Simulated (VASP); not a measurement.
Input of a VASP 6.6.1 run:

Contents of INCAR:

```
SYSTEM = Co
PREC     = Accurate       ! precision mode
ENCUT    = 520            ! plane-wave cutoff, eV
EDIFF    = 1E-7           ! SCF threshold, eV
ISMEAR   = 0              ! smearing method
SIGMA    = 0.15           ! smearing width, eV
LREAL    = .FALSE.        ! projectors in reciprocal space
LASPH    = .TRUE.         ! aspherical terms in the spheres
NELM     = 150            ! most SCF steps
ALGO     = Fast           ! electronic algorithm
ISIF     = 2              ! what is computed and relaxed
LWAVE    = .FALSE.        ! write WAVECAR
LCHARG   = .FALSE.        ! write CHGCAR
ISPIN    = 2              ! spin polarisation
MAGMOM   = 2.2 2.2        ! initial moments
LORBIT   = 11             ! projections on sites
NUPDOWN  = 4.4            ! fixed moment
LMAXMIX  = 4              ! l up to which the mixer works
GGA      = CA             ! functional
NBANDS   = 20             ! bands
```

File KPOINTS:

```
regular mesh
0
G
  24 24 12
  0 0 0
```

POSCAR

```
Co
1.0
    2.2066455177      0.0000000000      0.0000000000
   -1.1033227588      1.9110110755      0.0000000000
    0.0000000000      0.0000000000      3.5594665484
Co
2
Direct
    0.6666666667      0.3333333333      0.2500000000
    0.3333333333      0.6666666667      0.7500000000
```

Potentials or basis: VASP PAW LDA potentials, release 64 (Co).

Command:

```console
$ cat potpaw_LDA.64/Co/POTCAR > POTCAR
$ mpirun -np 1 vasp_std > vasp.out
```

(1) Predict the pressure.

Answers

(1) 198.9 GPa.

Caveat: the total moment is fixed, so each spin has its own Fermi level.
